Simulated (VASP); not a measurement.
# TiSi16 (a cell with a defect) in VASP: further runs

Runs on TiSi16 (a cell with a defect). Level: PBEsol. Tasks: single point.

Program: VASP 6.6.1. These are calculated values, not measurements. Logs are shortened: lines on timing, memory, paths and dates and some standing lists are left out, and cuts for length are marked.

**1. The cell of the first run**

The cell holds a defect, 17 atoms: a = 7.679 Å, b = 7.679 Å, c = 7.679 Å, α = 60.00°, β = 60.00°, γ = 60.00°.

**2. Single point, PBEsol**

Input file INCAR:

```
SYSTEM = TiSi16
ALGO = Normal ; EDIFF = 1E-7
ENCUT = 520 ; GGA = PS
ISIF = 2 ; ISMEAR = 0
LASPH = .True. ; LCHARG = .True.
LELF = .True. ; LREAL = Auto
LVHAR = .True. ; LWAVE = .False.
NBANDS = 52 ; NELM = 80
PREC = Accurate ; SIGMA = 0.02
```

Input file KPOINTS:

```
k-points
0
Gamma
  2 2 2
  0 0 0
```

Input file POSCAR:

```
TiSi16
1.0
    0.0000000000      5.4300000000      5.4300000000
    5.4300000000      0.0000000000      5.4300000000
    5.4300000000      5.4300000000      0.0000000000
Si Ti
16 1
Direct
    0.0126352670      0.0123006446      0.0133013812
    0.1369633517      0.1370576427      0.1357349908
    0.0006201657      0.0006336096      0.5061730203
    0.1183942910      0.1179631676      0.6449103131
    0.0000881215      0.5074853591     -0.0009584715
    0.1179057090      0.6442419890      0.1183314917
   -0.0246511971      0.5058086556      0.5058226519
    0.1117279006      0.6273982505      0.6254678637
    0.5073828729      0.0001405157     -0.0009425414
    0.6445496317      0.1175798343      0.1183063536
    0.5062367403     -0.0250665746      0.5058207182
    0.6273738490      0.1117134438      0.6255132597
    0.5052259669      0.5049401473     -0.0247469613
    0.6266223757      0.6267122468      0.1101146409
    0.4915256906      0.4915859116      0.4900034070
    0.6124837937      0.6120401473      0.6122880295
    0.3613018416      0.3609274401      0.3611744015
```

Potentials or basis: VASP PAW PBE potentials, release 64 (Si, Ti_sv).

The run is started by

```console
$ cat potpaw_PBE.64/Si/POTCAR potpaw_PBE.64/Ti_sv/POTCAR > POTCAR
$ mpirun -np 1 vasp_std > vasp.out
```

OUTCAR:

```text
SYSTEM = TiSi16
   EDIFF = 1E-7
   ENCUT = 520
   GGA = PS
   ISIF = 2
   ISMEAR = 0
   LASPH = .True.
   LREAL = Auto
   NELM = 80
   PREC = Accurate

 ion  position               nearest neighbor table
   1  0.013  0.012  0.013-   6 2.32  10 2.32   4 2.32   2 2.33
   2  0.137  0.137  0.136-   3 2.33   9 2.33   5 2.33   1 2.33
   3  0.001  0.001  0.506-   2 2.33   8 2.34  12 2.34   4 2.35
   4  0.118  0.118  0.645-   1 2.32   3 2.35  11 2.44   7 2.44  17 2.66
   5  0.000  0.507  0.999-   2 2.33  14 2.35   8 2.35   6 2.35
   6  0.118  0.644  0.118-   1 2.32   5 2.35  13 2.43   7 2.43  17 2.66
   7  0.975  0.506  0.506-  16 2.28   8 2.37  17 2.43   6 2.43   4 2.44
   8  0.112  0.627  0.625-   3 2.34   5 2.35   7 2.37  15 2.38  17 2.88
   9  0.507  0.000  0.999-   2 2.33  14 2.34  12 2.35  10 2.35
  10  0.645  0.118  0.118-   1 2.32   9 2.35  13 2.43  11 2.43  17 2.66
  11  0.506  0.975  0.506-  16 2.28  12 2.37  17 2.43  10 2.43   4 2.44
  12  0.627  0.112  0.626-   3 2.34   9 2.35  11 2.37  15 2.38  17 2.88
  13  0.505  0.505  0.975-  16 2.28  14 2.37  17 2.43   6 2.43  10 2.43
  14  0.627  0.627  0.110-   9 2.34   5 2.35  13 2.37  15 2.38  17 2.89
  15  0.492  0.492  0.490-  16 2.28   8 2.38  14 2.38  12 2.38  17 2.44
  16  0.612  0.612  0.612-  15 2.28  13 2.28   7 2.28  11 2.28
  17  0.361  0.361  0.361-  13 2.43   7 2.43  11 2.43  15 2.44   4 2.66  10 2.66   6 2.66  12 2.88
                             8 2.88  14 2.89

  LATTYP: Found a face centered cubic cell.
 ALAT       =    10.8600000000

  Lattice vectors:

 A1 = (   0.0000000000,   5.4300000000,   5.4300000000)
 A2 = (   5.4300000000,   0.0000000000,   5.4300000000)
 A3 = (   5.4300000000,   5.4300000000,   0.0000000000)

Analysis of symmetry for initial positions (statically):
=====================================================================
 Subroutine PRICEL returns:
 Original cell was already a primitive cell.

 Routine SETGRP: Setting up the symmetry group for a
 face centered cubic supercell.

 Subroutine GETGRP returns: Found  1 space group operations
 (whereof  1 operations were pure point group operations)
 out of a pool of 48 trial point group operations.

The static configuration has the point symmetry C_1 .

Analysis of symmetry for dynamics (positions and initial velocities):
=====================================================================
 Subroutine PRICEL returns:
 Original cell was already a primitive cell.

 Routine SETGRP: Setting up the symmetry group for a
 face centered cubic supercell.

 Subroutine GETGRP returns: Found  1 space group operations
[... 123 lines left out ...]
   ISYM   =      2    0-nonsym 1-usesym 2-fastsym
   POTIM  = 0.5000    time-step for ionic-motion
   TEBEG  =    0.0;   TEEND  =   0.0 temperature during run
   PSTRESS=    0.0 pullay stress
   NELECT =      76.0000    total number of electrons
   NUPDOWN=      -1.0000    fix difference up-down
   EMIN   =  10.00;   EMAX   =-10.00  energy-range for DOS
   EFERMI =   0.00;   METHOD = LEGACY
   ISMEAR =     0;   SIGMA  =   0.02  broadening in eV -4-tet -1-fermi 0-gaus
   EFERMI_NEDOS =   21; number of points for ismear=-14 and -15
   IALGO  =     38    algorithm
   IMIX   =      4    mixing-type and parameters
     AMIX     =   0.40;   BMIX     =  1.00
     AMIX_MAG =   1.60;   BMIX_MAG =  1.00
  volume/ion in A,a.u.               =      18.84       127.11
  Fermi-wavevector in a.u.,A,eV,Ry     =   1.013607  1.915439 13.978610  1.027399
  Thomas-Fermi vector in A             =   2.146786
   LORBIT       =      0    0 simple, 1 ext, 2 COOP (PROOUT), +10 PAW based schemes
   GGA     = PS    functional components
   LHFCALC =     F    Hartree Fock is set to
   AEXX    =    0.0000 exact exchange contribution
   IVDW    =     0    specifies the selected vdW correction
   LEPSILON=     F    determine dielectric tensor
   LRPA    =     F    only Hartree local field effects (RPA)
 non-spin polarized calculation
 Gauss-broadening in eV      SIGMA  =   0.02
  energy-cutoff  :      520.00
  volume of cell :      320.21
 maximum number of plane-waves:      8646
 NGX is ok and might be reduce to    60
   NGX = 29   NGY = 29   NGZ = 29

 number of electron      76.0000001 magnetization

 Free energy of the ion-electron system (eV)
  ---------------------------------------------------
  ext. energy  EPLUGINS =         0.00000000
  ---------------------------------------------------
  free energy    TOTEN  =       -98.09185142 eV

  energy without entropy =      -98.08421590  energy(sigma->0) =      -98.08803366

 E-fermi :   6.7741     XC(G=0):  -9.8890

 val. band max:        6.7342516371   @ k =   0.0000   0.0000   0.0000
 cond. band min:       6.7750884815   @ k =   0.0000   0.0000   0.5000
 fundamental gap:      0.0408368444
 Fermi energy:         6.7741312569

 k-point     1 :       0.0000    0.0000    0.0000
  band No.  band energies     occupation
      1     -49.7629      2.00000
      2     -26.2533      2.00000
      3     -26.2315      2.00000
      4     -26.2245      2.00000
      5      -5.7757      2.00000
      6      -3.5608      2.00000
[... 413 lines left out ...]
     49       9.7522      0.00000
     50      10.3888      0.00000
 [bands above 50 left out]

------------------------ aborting loop because EDIFF is reached ----------------------------------------

  FORCE on cell =-STRESS in cart. coord.  units (eV):
  Direction    XX          YY          ZZ          XY          YZ          ZX
  --------------------------------------------------------------------------------------
  -------------------------------------------------------------------------------------
  Total        3.6002270      3.6224063      3.6468727     -0.1607751     -0.1003623     -0.0953912
  in kB       18.0140341     18.1250099     18.2474298     -0.8044514     -0.5021708     -0.4772977
  external PRESSURE =      18.1288246 kB  Pullay stress =       0.0000000 kB

 VOLUME and BASIS-vectors are now :
 -----------------------------------------------------------------------------
  energy-cutoff  :      520.00
  volume of cell :      320.21
      direct lattice vectors                 reciprocal lattice vectors
     0.000000000  5.430000000  5.430000000    -0.092081031  0.092081031  0.092081031
     5.430000000  0.000000000  5.430000000     0.092081031 -0.092081031  0.092081031
     5.430000000  5.430000000  0.000000000     0.092081031  0.092081031 -0.092081031

 POSITION                                       TOTAL-FORCE (eV/Angst)
 -----------------------------------------------------------------------------------
      0.13902      0.14084      0.13540        -0.075373     -0.075164     -0.071493
      1.48126      1.48075      1.48793        -0.089247     -0.088451     -0.089257
      2.75196      2.75189      0.00681        -0.061702     -0.060640     -0.026801
      4.14240      4.14474      1.28342        -0.077474     -0.078727      0.044071
      8.18044      5.42527      2.75612        -0.058938     -0.026793     -0.060601
      4.14077      1.28277      4.13846        -0.075721      0.044363     -0.073679
[... 9 lines left out ...]
      6.64810      6.65051      6.64916         0.048281      0.050531      0.045069
      3.92101      3.92305      3.92170         0.683881      0.672378      0.685086
 -----------------------------------------------------------------------------------
    total drift:                                0.010710      0.005446      0.009800

  FREE ENERGIE OF THE ION-ELECTRON SYSTEM (eV)
  ---------------------------------------------------
  free  energy   TOTEN  =       -98.0918514153 eV

  energy  without entropy=      -98.0842159033  energy(sigma->0) =      -98.08803366
```

Wall time 5.3 min (1 thread of AMD EPYC 9R45 (Zen 5), shared host); peak memory 0.45 GiB.

Results:

- Free energy: -98.0919 eV
- Pressure: 1.8 GPa
- Largest force: 1.179 eV/Å
- Band gap on the k mesh: zero (band 38 reaches 6.78 eV, above the bottom of band 39 at 6.49 eV)

Forces in eV/Å, atoms in the order of the input:
```
Si  -0.075 -0.075 -0.071
Si  -0.089 -0.088 -0.089
Si  -0.062 -0.061 -0.027
Si  -0.077 -0.079  0.044
Si  -0.059 -0.027 -0.061
Si  -0.076  0.044 -0.074
Si  -0.244 -0.032 -0.028
Si  -0.029 -0.060 -0.059
Si  -0.028 -0.058 -0.061
Si   0.045 -0.076 -0.074
Si  -0.032 -0.243 -0.028
Si  -0.060 -0.027 -0.059
Si  -0.031 -0.032 -0.246
Si  -0.056 -0.056 -0.035
Si   0.143  0.145  0.137
Si   0.048  0.051  0.045
Ti   0.684  0.672  0.685
```

Caveat: the k points lie up to 0.50 Å⁻¹ apart; the PAW data sets were made with another functional, which shifts forces and pressure a little.

**3. Single point, PBEsol**

Input file INCAR:

```
SYSTEM = TiSi16
  PREC = Accurate
  ENCUT = 520
  EDIFF = 1E-6
  ISMEAR = 0
  SIGMA = 0.02
  LREAL = Auto
  LASPH = .True.
  NELM = 60
  ALGO = Normal
  ISIF = 2
  LWAVE = .False.
  LCHARG = .False.
  GGA = PS
  NBANDS = 52
```

Input file KPOINTS:

```
Automatic mesh
0
Gamma
  2 2 2
  0 0 0
```

Input file POSCAR:

```
TiSi16
1.0
    0.0000000000      5.4300000000      5.4300000000
    5.4300000000      0.0000000000      5.4300000000
    5.4300000000      5.4300000000      0.0000000000
Si Ti
16 1
Direct
    0.0142457643      0.0141693370      0.0155404236
    0.1391268877      0.1395110497      0.1383029466
    0.0003279006      0.0006553407      0.5089413444
    0.1157643646      0.1156177716      0.6513750460
   -0.0002577348      0.5100089319     -0.0009923573
    0.1152428177      0.6502509208      0.1160325046
   -0.0328992634      0.5128342541      0.5131931860
    0.1129009208      0.6270095764      0.6252760589
    0.5096209024      0.0001058011     -0.0009918048
    0.6503435543      0.1151754144      0.1159614180
    0.5130052486     -0.0330258748      0.5131488950
    0.6266537753      0.1132578269      0.6252499079
    0.5121608656      0.5121074586     -0.0328078269
    0.6261310313      0.6264921731      0.1112302947
    0.4851339779      0.4855378453      0.4836744936
    0.6091340700      0.6090123389      0.6088298343
    0.3357834254      0.3356406998      0.3362071823
```

Potentials or basis: VASP PAW PBE potentials, release 64 (Si, Ti_sv).

The run is started by

```console
$ cat potpaw_PBE.64/Si/POTCAR potpaw_PBE.64/Ti_sv/POTCAR > POTCAR
$ mpirun -np 1 vasp_std > vasp.out
```

OUTCAR:

```text
SYSTEM = TiSi16
   PREC = Accurate
   ENCUT = 520
   EDIFF = 1E-6
   ISMEAR = 0
   LREAL = Auto
   LASPH = .True.
   NELM = 60
   ISIF = 2
   GGA = PS

 ion  position               nearest neighbor table
   1  0.014  0.014  0.016-  10 2.30   6 2.30   4 2.30   2 2.34
   2  0.139  0.140  0.138-   9 2.33   5 2.33   3 2.33   1 2.34
   3  0.000  0.001  0.509-   2 2.33   4 2.34   8 2.35  12 2.35
   4  0.116  0.116  0.651-   1 2.30   3 2.34   7 2.50  11 2.50  17 2.50
   5  1.000  0.510  0.999-   2 2.33   6 2.34  14 2.35   8 2.35
   6  0.115  0.650  0.116-   1 2.30   5 2.34  13 2.49   7 2.49  17 2.50
[... 647 lines left out ...]
  Total        5.9726249      5.9691615      5.9689346     -1.4463503     -1.4064856     -1.4116893
  in kB       29.8845239     29.8671942     29.8660589     -7.2369334     -7.0374675     -7.0635046
  external PRESSURE =      29.8725923 kB  Pullay stress =       0.0000000 kB

 VOLUME and BASIS-vectors are now :
 -----------------------------------------------------------------------------
  energy-cutoff  :      520.00
  volume of cell :      320.21
      direct lattice vectors                 reciprocal lattice vectors
     0.000000000  5.430000000  5.430000000    -0.092081031  0.092081031  0.092081031
     5.430000000  0.000000000  5.430000000     0.092081031 -0.092081031  0.092081031
     5.430000000  5.430000000  0.000000000     0.092081031  0.092081031 -0.092081031

 POSITION                                       TOTAL-FORCE (eV/Angst)
 -----------------------------------------------------------------------------------
      0.16132      0.16174      0.15429        -0.038189     -0.039159     -0.033699
      1.50853      1.50644      1.51300        -0.087097     -0.085365     -0.092930
      2.76711      2.76533      0.00534        -0.070253     -0.069307     -0.025697
      4.16477      4.16557      1.25640        -0.070292     -0.071555      0.077078
      8.19396     10.85321      8.19795        -0.067473     -0.025521     -0.070543
      4.16092      1.25583      4.15663        -0.068113      0.073331     -0.062110
[... 9 lines left out ...]
      6.61288      6.61354      6.61454        -0.137417     -0.136682     -0.139426
      3.64813      3.64891      3.64583         1.144020      1.144567      1.142944
 -----------------------------------------------------------------------------------
    total drift:                               -0.002142     -0.000307     -0.010212

  FREE ENERGIE OF THE ION-ELECTRON SYSTEM (eV)
  ---------------------------------------------------
  free  energy   TOTEN  =       -97.0778255959 eV

  energy  without entropy=      -97.0740373813  energy(sigma->0) =      -97.07593149
```

OSZICAR:

```text
N       E                     dE             d eps       ncg     rms          rms(c)
DAV:   1     0.335689578458E+03    0.33569E+03   -0.30815E+04   840   0.127E+03
DAV:   2    -0.632789991722E+02   -0.39897E+03   -0.38056E+03   968   0.247E+02
DAV:   3    -0.979665444121E+02   -0.34688E+02   -0.33674E+02  1208   0.654E+01
DAV:   4    -0.100556234747E+03   -0.25897E+01   -0.25682E+01  1272   0.154E+01
DAV:   5    -0.100630054754E+03   -0.73820E-01   -0.73706E-01  1072   0.236E+00    0.190E+01
DAV:   6    -0.100287272948E+03    0.34278E+00   -0.22710E+01  1096   0.222E+01    0.176E+01
DAV:   7    -0.979967167177E+02    0.22906E+01   -0.31823E+01  1140   0.279E+01    0.982E+00
DAV:   8    -0.971794686955E+02    0.81725E+00   -0.20648E+00  1028   0.624E+00    0.281E+00
DAV:   9    -0.970812463458E+02    0.98222E-01   -0.45351E-01  1244   0.267E+00    0.756E-01
DAV:  10    -0.970776856554E+02    0.35607E-02   -0.39077E-02  1088   0.766E-01    0.467E-01
DAV:  11    -0.970784123254E+02   -0.72667E-03   -0.83075E-03  1108   0.409E-01    0.298E-01
DAV:  12    -0.970778504376E+02    0.56189E-03   -0.25873E-03  1100   0.256E-01    0.917E-02
DAV:  13    -0.970778211207E+02    0.29317E-04   -0.49217E-04  1120   0.936E-02    0.318E-02
DAV:  14    -0.970778243222E+02   -0.32014E-05   -0.27202E-05  1024   0.231E-02    0.865E-03
DAV:  15    -0.970778255505E+02   -0.12283E-05   -0.30337E-06   872   0.695E-03    0.323E-03
DAV:  16    -0.970778255959E+02   -0.45399E-07   -0.41937E-07   520   0.285E-03
   1 F= -.97077826E+02 E0= -.97075931E+02  d E =-.378821E-02
```

Wall time 4.5 min (1 thread of AMD EPYC 9R45 (Zen 5), shared host); peak memory 0.45 GiB.

What came out:

| Property | Result |
| --- | --- |
| Free energy | -97.0778 eV |
| Pressure | 3.0 GPa |
| Largest force | 1.981 eV/Å |
| Band gap on the k mesh | zero (band 38 reaches 6.92 eV, above the bottom of band 39 at 6.55 eV) |

Forces on the atoms (eV/Å):
```
Si  -0.038 -0.039 -0.034
Si  -0.087 -0.085 -0.093
Si  -0.070 -0.069 -0.026
Si  -0.070 -0.072  0.077
Si  -0.067 -0.026 -0.071
Si  -0.068  0.073 -0.062
Si  -0.037 -0.147 -0.145
Si  -0.052 -0.098 -0.098
Si  -0.025 -0.067 -0.071
Si   0.074 -0.069 -0.062
Si  -0.148 -0.037 -0.146
Si  -0.098 -0.053 -0.098
Si  -0.144 -0.143 -0.042
Si  -0.099 -0.099 -0.055
Si  -0.076 -0.077 -0.079
Si  -0.137 -0.137 -0.139
Ti   1.144  1.145  1.143
```

Levels at points of the mesh, in eV from the Fermi level:
```csv
k point,band 35,band 36,band 37,band 38,band 39,band 40,band 41,band 42
"(0.00, 0.00, 0.00)",-1.17,-0.70,-0.47,-0.25,-0.25,-0.11,-0.11,0.06
"(0.50, 0.00, 0.00)",-1.36,-1.21,-0.47,0.00,0.23,0.58,0.67,0.74
"(0.00, 0.50, 0.00)",-1.36,-1.21,-0.47,0.00,0.22,0.58,0.67,0.74
"(0.00, 0.00, 0.50)",-1.36,-1.22,-0.47,-0.01,0.23,0.58,0.67,0.74
"(0.50, 0.50, 0.50)",-1.31,-1.30,-0.21,-0.21,-0.07,0.68,0.72,0.72
"(0.50, 0.50, 0.00)",-1.78,-1.76,-0.23,0.12,0.28,0.46,0.94,0.96
"(0.00, 0.50, 0.50)",-1.78,-1.75,-0.24,0.13,0.28,0.45,0.94,0.97
"(0.50, 0.00, 0.50)",-1.78,-1.76,-0.24,0.13,0.28,0.45,0.94,0.97
```

Caveat: the k points lie up to 0.50 Å⁻¹ apart; the PAW data sets were made with another functional, which shifts forces and pressure a little.
